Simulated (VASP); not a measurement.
The system is In.

```
In
1.0
     3.33548    0.00000    0.00000
    -1.66774    2.88861    0.00000
     0.00000    0.00000    5.50914
In
2
Direct
  0.66667 0.33333 0.75000
  0.33333 0.66667 0.25000
```

- Program: VASP 6.6.1
- Task: relaxation of cell and atoms
- Functional: PBEsol
- Potentials or basis: VASP PAW PBE potentials, release 64 (In_d)
- Cutoff: 600 eV
- k mesh: 9 × 9 × 5
- Occupations: fermi-dirac, width 0.05 eV
- Spin: no spin polarisation

At the start: pressure -1.4 GPa; volume 26.54 Å³/atom.

Task: How do energy, volume and symmetry change on relaxing?

Result: Over 10 steps the energy falls by 4.5 meV/atom and the volume is 25.63 Å³/atom (-3.4 %); space group P6_3/mmc (No. 194, to 0.05 Å).

The path:
| step | energy change (eV) | largest force (eV/Å) | pressure (GPa) | volume (Å³) |
| --- | --- | --- | --- | --- |
| 1 | 0.0000 | 0.0000 | -1.36 | 53.08 |
| 2 | -0.0081 | 0.0000 | -0.05 | 51.36 |
| 3 | -0.0082 | 0.0000 | 0.01 | 51.28 |
| 4 | -0.0082 | 0.0000 | 0.06 | 51.25 |
| 5 | -0.0087 | 0.0000 | 0.05 | 51.20 |
| 6 | -0.0089 | 0.0000 | 0.07 | 51.17 |
| 7 | -0.0089 | 0.0000 | 0.09 | 51.16 |
| 8 | -0.0089 | 0.0000 | -0.06 | 51.29 |
| 9 | -0.0089 | 0.0000 | 0.06 | 51.22 |
| 10 | -0.0089 | 0.0000 | -0.04 | 51.26 |

Final structure:
```
In
1.0
     3.31058    0.00000    0.00000
    -1.65529    2.86705    0.00000
     0.00000    0.00000    5.40006
In
2
Direct
  0.66667 0.33333 0.75000
  0.33333 0.66667 0.25000
```

Caveat: the PAW data sets were made with another functional, which shifts forces and pressure a little.
